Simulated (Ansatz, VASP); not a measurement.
## One calculation of AlBiO4, two programs

INCAR

```
PREC = Accurate ; ENCUT = 600
EDIFF = 1E-7 ; ISMEAR = 0
SIGMA = 0.1 ; LREAL = False
LASPH = True ; NELM = 60
ALGO = Normal ; ISIF = 3
LWAVE = False ; LCHARG = False
GGA = PE ; IBRION = 2
NSW = 100 ; EDIFFG = -0.01
```

The input KPOINTS:

```
regular mesh
0
Gamma
  10 10 10
```

Contents of POSCAR:

```
AlBiO4
1.0
    4.3386151953      0.0000000000      0.0000000000
    0.0000000000      4.3386151953      0.0000000000
    0.0000000000      0.0000000000      4.3386151953
Al Bi O
1 1 4
Direct
    0.0000000000      0.0000000000      0.0000000000
    0.5000000000      0.5000000000      0.5000000000
    0.2345835164      0.2345835164      0.2345835164
    0.7654164836      0.7654164836      0.2345835164
    0.7654164836      0.2345835164      0.7654164836
    0.2345835164      0.7654164836      0.7654164836
```

Input for Ansatz:

```yaml
crystal:
  lattice:
    - [4.3386151953, 0.0, 0.0]
    - [0.0, 4.3386151953, 0.0]
    - [0.0, 0.0, 4.3386151953]
  atoms:
    - { symbol: Al, position: [0.0, 0.0, 0.0] }
    - { symbol: Bi, position: [0.5, 0.5, 0.5] }
    - { symbol: O, position: [0.2345835164, 0.2345835164, 0.2345835164] }
    - { symbol: O, position: [0.7654164836, 0.7654164836, 0.2345835164] }
    - { symbol: O, position: [0.7654164836, 0.2345835164, 0.7654164836] }
    - { symbol: O, position: [0.2345835164, 0.7654164836, 0.7654164836] }
basis:
  ecutwfc: 420
kpoints:
  mp_grid: { grid: [10, 10, 10] }
hamiltonian:
  xc: pbe
scf:
  occupations: { method: gaussian, width: 0.1 }
output:
  forces: true
  stress: true
  eigenvalues: true
  write_density: true
  write_potential: true
  elf: true
  volumetric_format: npy
relax:
  adjacent_minimum: "off"
  f_tol: 0.01
  max_steps: 80
  cell: { stress_tol: 0.05 }
```

Alike in both runs: task relaxation of cell and atoms; functional PBE; k mesh 10 × 10 × 10; occupations gaussian, width 0.1 eV; no spin polarisation.

|  | VASP | Ansatz |
| --- | --- | --- |
| version | VASP 6.6.1 | Ansatz 0.2.0 |
| potentials or method | VASP PAW PBE potentials, release 64 (Al, Bi_d, O), cutoff 600 eV | scalar-relativistic, plane waves, PAW |
| valence electrons in the cell | 42 | 42 |

```tsv
	VASP	Ansatz	Ansatz less VASP
gap on the k mesh at the Fermi level, each at its own relaxed structure (eV)	none	none	-
relaxed volume (Å³/atom)	13.60	13.60	-0.002
relaxed length of the cell vector where the two differ most in proportion (Å)	4.338	4.338	-0.0002
```

A gap of «none» marks a metal or a gap that the smearing closes.

Spin-orbit coupling is off throughout.
